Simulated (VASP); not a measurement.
TiSi (rocksalt type): relaxation of cell and atoms with r2SCAN

TiSi (rocksalt type):

```xyz
2
Lattice="0.0000 2.5539 2.5539 2.5539 0.0000 2.5539 2.5539 2.5539 0.0000" Properties=species:S:1:pos:R:3 pbc="T T T"
Ti    0.0000    0.0000    0.0000
Si    2.5539    2.5539    2.5539
```

```yaml
Program: VASP 6.6.1
Task: relaxation of cell and atoms
Functional: r2SCAN
Potentials_or_basis: VASP PAW PBE potentials, release 64 (Ti_sv, Si)
Cutoff: 550 eV
k_mesh: 13 × 13 × 13
Occupations: fermi-dirac, width 0.05 eV
Spin: no spin polarisation
Dipole_correction: no
Further_INCAR_settings: ALGO = Normal; EDIFF = 1e-07; IBRION = 2; EDIFFG = -0.005; NSW = 60; ISIF = 3
```

The relaxed volume is 16.50 Å³/atom, the relaxed cell is a = 3.601 Å, b = 3.601 Å, c = 3.601 Å, α = 60.00°, β = 60.00°, γ = 60.00° and the space group after relaxing (to 0.05 Å) is Fm-3m (No. 225). The energy gained by relaxing is 0.5 meV/atom and the ionic steps are 3. The pressure after relaxing is 0.0 GPa and the band gap on the k mesh is zero (band 8 reaches 8.53 eV, above the bottom of band 9 at 8.19 eV).

The path:
| step | energy change (eV) | largest force (eV/Å) | pressure (GPa) | volume (Å³) |
| --- | --- | --- | --- | --- |
| 1 | 0.0000 | 0.0000 | -1.08 | 33.32 |
| 2 | -0.0004 | 0.0000 | 0.84 | 32.78 |
| 3 | -0.0010 | 0.0000 | 0.01 | 33.01 |

Final structure:
```
Ti Si
1.0
     0.00000    2.54604    2.54604
     2.54604    0.00000    2.54604
     2.54604    2.54604    0.00000
Ti Si
1 1
Cartesian
  0.0000 0.0000 0.0000
  2.5460 2.5460 2.5460
```

Levels at points of the mesh, in eV from the Fermi level:
```tsv
k point	band 4	band 5	band 6	band 7	band 8	band 9	band 10	band 11	band 12
(0.00, 0.00, 0.00)	-34.49	-10.84	0.13	0.13	0.13	0.20	0.20	3.32	3.32
```

Run time: 5.9 min on 1 thread of Intel(R) Xeon(R) Platinum 8488C (Sapphire Rapids), with other jobs on the host, peak memory 0.19 GiB.

Caveat: the PAW data sets were made with another functional, which shifts forces and pressure a little.
